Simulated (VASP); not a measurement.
# TiAl (P-6m2) in VASP: a series of runs, part 2 of 2

VASP 6.6.1.

## Step 3: Single point, PBE0

This run uses another cell than the first one, of 15.99 Å³/atom.

Input file POSCAR:

```
TiAl
1.0
    2.8285106954      0.0000000000      0.0000000000
   -1.4142553477      2.4495621171      0.0000000000
    0.0000000000      0.0000000000      4.6148579117
Ti Al
1 1
Direct
    0.0000000000      0.0000000000      0.0000000000
    0.3333333333      0.6666666667      0.5000000000
```

Input file INCAR.step1:

```
SYSTEM = TiAl
PREC     = Accurate       ! precision mode
ENCUT    = 520            ! plane-wave cutoff, eV
EDIFF    = 1E-5           ! SCF threshold, eV
ISMEAR   = -1             ! smearing method
SIGMA    = 0.05           ! smearing width, eV
LREAL    = .FALSE.        ! projectors in reciprocal space
LASPH    = .TRUE.         ! aspherical terms in the spheres
NELM     = 60             ! most SCF steps
ALGO     = Normal         ! electronic algorithm
ISIF     = 2              ! what is computed and relaxed
LWAVE    = .TRUE.         ! write WAVECAR
LCHARG   = .FALSE.        ! write CHGCAR
NBANDS   = 14             ! bands
GGA      = PE             ! functional
```

Input file INCAR.step2:

```
SYSTEM = TiAl
PREC     = Accurate       ! precision mode
ENCUT    = 520            ! plane-wave cutoff, eV
EDIFF    = 1E-6           ! SCF threshold, eV
ISMEAR   = -1             ! smearing method
SIGMA    = 0.05           ! smearing width, eV
LREAL    = .FALSE.        ! projectors in reciprocal space
LASPH    = .TRUE.         ! aspherical terms in the spheres
NELM     = 60             ! most SCF steps
ALGO     = Normal         ! electronic algorithm
ISIF     = 2              ! what is computed and relaxed
LWAVE    = .FALSE.        ! write WAVECAR
LCHARG   = .FALSE.        ! write CHGCAR
GGA      = PE             ! functional
LHFCALC  = .TRUE.         ! exact exchange
AEXX     = 0.25           ! exact-exchange fraction
PRECFOCK = Normal       
NBANDS   = 14             ! bands
ISTART   = 1
```

Input file KPOINTS:

```
regular mesh
0
G
  6 6 4
  0 0 0
```

Potentials or basis: VASP PAW PBE potentials, release 64 (Ti_sv, Al).

Run with:

```sh
cat potpaw_PBE.64/Ti_sv/POTCAR potpaw_PBE.64/Al/POTCAR > POTCAR
cp INCAR.step1 INCAR
mpirun -np 1 vasp_std > vasp.out
cp INCAR.step2 INCAR
mpirun -np 1 vasp_std > vasp.out
```

OUTCAR:

```text
SYSTEM = TiAl
   PREC = Accurate
   ENCUT = 520
   EDIFF = 1E-6
   ISMEAR = -1
   LREAL = .FALSE.
   LASPH = .TRUE.
   NELM = 60
   ISIF = 2
   GGA = PE
   LHFCALC = .TRUE.
   AEXX = 0.25
   PRECFOCK = Normal
   ISTART = 1

 ion  position               nearest neighbor table
   1  0.000  0.000  0.000-   2 2.83   2 2.83   2 2.83   2 2.83   2 2.83   2 2.83
   2  0.333  0.667  0.500-   1 2.83   1 2.83   1 2.83   1 2.83   1 2.83   1 2.83

  LATTYP: Found a hexagonal cell.
 ALAT       =     2.8285106954
 C/A-ratio  =     1.6315504549

  Lattice vectors:

 A1 = (   2.8285106954,   0.0000000000,   0.0000000000)
 A2 = (  -1.4142553477,   2.4495621171,   0.0000000000)
 A3 = (   0.0000000000,   0.0000000000,   4.6148579117)

Analysis of symmetry for initial positions (statically):
=====================================================================
 Subroutine PRICEL returns:
 Original cell was already a primitive cell.

 Routine SETGRP: Setting up the symmetry group for a
 hexagonal supercell.

 Subroutine GETGRP returns: Found 12 space group operations
 (whereof 12 operations were pure point group operations)
 out of a pool of 24 trial point group operations.

The static configuration has the point symmetry D_3h.

Analysis of symmetry for dynamics (positions and initial velocities):
=====================================================================
 Subroutine PRICEL returns:
 Original cell was already a primitive cell.

 Routine SETGRP: Setting up the symmetry group for a
 hexagonal supercell.

 Subroutine GETGRP returns: Found 12 space group operations
 (whereof 12 operations were pure point group operations)
 out of a pool of 24 trial point group operations.

The dynamic configuration has the point symmetry D_3h.

 Subroutine INISYM returns: Found 12 space group operations
 (whereof 12 operations are pure point group operations),
 and found     1 'primitive' translations

----------------------------------------------------------------------------------------

                                     Primitive cell

  volume of cell :      31.9746

  direct lattice vectors                    reciprocal lattice vectors
     2.828510695  0.000000000  0.000000000     0.353542945  0.204118114  0.000000000
    -1.414255348  2.449562117  0.000000000     0.000000000  0.408236228  0.000000000
     0.000000000  0.000000000  4.614857912     0.000000000  0.000000000  0.216691395

  length of vectors
     2.828510695  2.828510695  4.614857912     0.408236228  0.408236228  0.216691395

  position of ions in fractional coordinates (direct lattice)
     0.000000000  0.000000000  0.000000000
     0.333333333  0.666666667  0.500000000

  ion indices of the primitive-cell ions
   primitive index   ion index
                 1           1
                 2           2

----------------------------------------------------------------------------------------

 KPOINTS: regular mesh

Automatic generation of k-mesh.
[... 46 lines left out ...]
   total plane-waves  NPLWV =  20736
   dimension x,y,z NGX =    24 NGY =   24 NGZ =   36
   dimension x,y,z NGXF=    48 NGYF=   48 NGZF=   72
   ions per type =               1   1
   NGX,Y,Z   is equivalent  to a cutoff of  14.11, 14.11, 12.97 a.u.
   NGXF,Y,Z  is equivalent  to a cutoff of  28.21, 28.21, 25.94 a.u.
 SYSTEM =  TiAl
   PREC   = accura    normal or accurate (medium, high low for compatibility)
   ISTART =      1    job   : 0-new  1-cont  2-samecut
   ICHARG =      0    charge: 1-file 2-atom 10-const
   ISPIN  =      1    spin polarized calculation?
   LNONCOLLINEAR =      F non collinear calculations
   LSORBIT =      F    spin-orbit coupling
   LASPH  =      T    aspherical Exc in radial PAW
   ENCUT  =  520.0 eV  38.22 Ry    6.18 a.u.   5.26  5.26  8.58*2*pi/ulx,y,z
   NELM   =     60;   NELMIN=  2; NELMDL=  0     # of ELM steps
   EDIFF  = 0.1E-05   stopping-criterion for ELM
   LREAL  =      F    real-space projection
   EDIFFG = 0.1E-04   stopping-criterion for IOM
   NSW    =      0    number of steps for IOM
   IBRION =     -1    ionic relax: 0-MD 1-quasi-New 2-CG
   NFREE  =      0    steps in history (QN), initial steepest desc. (CG)
   ISIF   =      2    stress and relaxation
   ISYM   =      3    0-nonsym 1-usesym 2-fastsym
   POTIM  = 0.5000    time-step for ionic-motion
   TEBEG  =    0.0;   TEEND  =   0.0 temperature during run
   PSTRESS=    0.0 pullay stress
   NELECT =      15.0000    total number of electrons
   NUPDOWN=      -1.0000    fix difference up-down
   EMIN   =  10.00;   EMAX   =-10.00  energy-range for DOS
   EFERMI =   0.00;   METHOD = LEGACY
   ISMEAR =    -1;   SIGMA  =   0.05  broadening in eV -4-tet -1-fermi 0-gaus
   EFERMI_NEDOS =   21; number of points for ismear=-14 and -15
   IALGO  =     38    algorithm
   IMIX   =      1    mixing-type and parameters
     AMIX     =   0.40;   BMIX     =  1.00
     AMIX_MAG =   1.60;   BMIX_MAG =  1.00
  volume/ion in A,a.u.               =      15.99       107.89
  Fermi-wavevector in a.u.,A,eV,Ry     =   1.272049  2.403823 22.015692  1.618108
  Thomas-Fermi vector in A             =   2.404948
   LORBIT       =      0    0 simple, 1 ext, 2 COOP (PROOUT), +10 PAW based schemes
   GGA     = PE    functional components
   LHFCALC =     T    Hartree Fock is set to
   PRECFOCK=normal    Normal, Fast or Accurate (Low or Medium for compatibility)
   ENCUT4O =  -1.0   cutoff for four orbital integrals eV
   NKREDX  =     1    reduce k-point grid by
   NKREDY  =     1    reduce k-point grid by
   NKREDZ  =     1    reduce k-point grid by
   AEXX    =    0.2500 exact exchange contribution
   HFSCREEN=    0.0000 screening length (either q_TF or 0.3 A-1)
   HFSCREENC=   0.0000 screening length for correlation (either q_TF or 0.3 A-1)
   ENCUTFOCK=  -1.0 apply spherical cutoff to Coloumb kernel
   IVDW    =     0    specifies the selected vdW correction
   LEPSILON=     F    determine dielectric tensor
   LRPA    =     F    only Hartree local field effects (RPA)
 non-spin polarized calculation
  energy-cutoff  :      520.00
  volume of cell :       31.97
 maximum number of plane-waves:       870
 NGX is ok and might be reduce to    24
  NGX = 16; NGY = 16; NGZ = 28

 number of electron      15.0000005 magnetization

 Free energy of the ion-electron system (eV)
  ---------------------------------------------------
  ext. energy  EPLUGINS =         0.00000000
  ---------------------------------------------------
  free energy    TOTEN  =       -15.48197076 eV

  energy without entropy =      -15.47995180  energy(sigma->0) =      -15.48096128

 E-fermi :   8.1274     XC(G=0):  -8.7443

 val. band max:        8.0468162100   @ k =   0.3333   0.0000   0.5000
 cond. band min:       8.4713235126   @ k =   0.3333   0.3333   0.2500
 fundamental gap:      0.4245073026
 Fermi energy:         8.1273949245

 k-point     1 :       0.0000    0.0000    0.0000
  band No.  band energies     occupation
      1     -53.5726      2.00000
      2     -28.1878      2.00000
      3     -27.7829      2.00000
      4     -27.7829      2.00000
      5      -2.6871      2.00000
      6       4.6879      2.00000
      7       5.4179      2.00000
      8      10.5656      0.00000
      9      10.5656      0.00000
     10      12.4659      0.00000
     11      12.4659      0.00000
     12      13.3868      0.00000
     13      23.0258      0.00000
     14      23.0258      0.00000
[... 326 lines left out ...]
      1     -53.4377      2.00000
      2     -28.2862      2.00000
      3     -28.2715      2.00000
      4     -28.0372      2.00000
      5       5.6323      2.00000
      6       5.6979      2.00000
      7       6.7701      2.00000
      8       7.0457      2.00000
      9       7.7266      1.99934
     10      10.2789      0.00000
     11      12.8631      0.00000
     12      14.3051      0.00000
     13      15.0913      0.00000
     14      15.7332      0.00000

------------------------ aborting loop because EDIFF is reached ----------------------------------------

  FORCE on cell =-STRESS in cart. coord.  units (eV):
  Direction    XX          YY          ZZ          XY          YZ          ZX
  --------------------------------------------------------------------------------------
  -------------------------------------------------------------------------------------
  Total        0.6608699      0.6608699      0.4054904      0.0000000     -0.0000000      0.0000000
  in kB       33.1147851     33.1147851     20.3182595      0.0000000     -0.0000000      0.0000000
  external PRESSURE =      28.8492766 kB  Pullay stress =       0.0000000 kB

 VOLUME and BASIS-vectors are now :
 -----------------------------------------------------------------------------
  energy-cutoff  :      520.00
  volume of cell :       31.97
      direct lattice vectors                 reciprocal lattice vectors
     2.828510695  0.000000000  0.000000000     0.353542945  0.204118114  0.000000000
    -1.414255348  2.449562117  0.000000000     0.000000000  0.408236228  0.000000000
     0.000000000  0.000000000  4.614857912     0.000000000  0.000000000  0.216691395

 POSITION                                       TOTAL-FORCE (eV/Angst)
 -----------------------------------------------------------------------------------
      0.00000      0.00000      0.00000         0.000000     -0.000000      0.000000
     -0.00000      1.63304      2.30743        -0.000000      0.000000      0.000000
 -----------------------------------------------------------------------------------
    total drift:                                0.000001     -0.000001      0.000000

  FREE ENERGIE OF THE ION-ELECTRON SYSTEM (eV)
  ---------------------------------------------------
  free  energy   TOTEN  =       -15.4819707587 eV

  energy  without entropy=      -15.4799517985  energy(sigma->0) =      -15.48096128
```

Wall time 21 min (1 thread of Intel Xeon Platinum 8124M at 3.00GHz (Skylake/Cascade Lake), shared host); peak memory 0.17 GiB.

Results:

```
Free energy            : -15.4820 eV
Pressure               : 2.9 GPa
Band gap on the k mesh : zero (an odd number of electrons rules out a gap without spin polarisation)
```

Stress tensor (GPa, compression positive):
```
3.31 0.00 0.00
0.00 3.31 0.00
0.00 0.00 2.03
```

Levels at points of the mesh, in eV from the Fermi level:
```tsv
k point	band 5	band 6	band 7	band 8	band 9	band 10
(0.00, 0.00, 0.00)	-10.81	-3.44	-2.71	2.44	2.44	4.34
(0.50, 0.00, 0.00)	-4.73	-3.65	-2.17	-1.68	3.54	5.21
(0.00, 0.00, 0.50)	-9.70	-6.83	-1.06	2.45	2.45	4.25
(0.50, 0.00, 0.50)	-4.60	-3.10	-2.70	0.61	1.74	3.28
```

Caveat: the k points lie up to 0.43 Å⁻¹ apart, too coarse for converged energies and pressures of a metal; the PAW data sets were made with another functional, which shifts forces and pressure a little.

The gap in the log of VASP goes by the Fermi energy; the results here count the filled bands.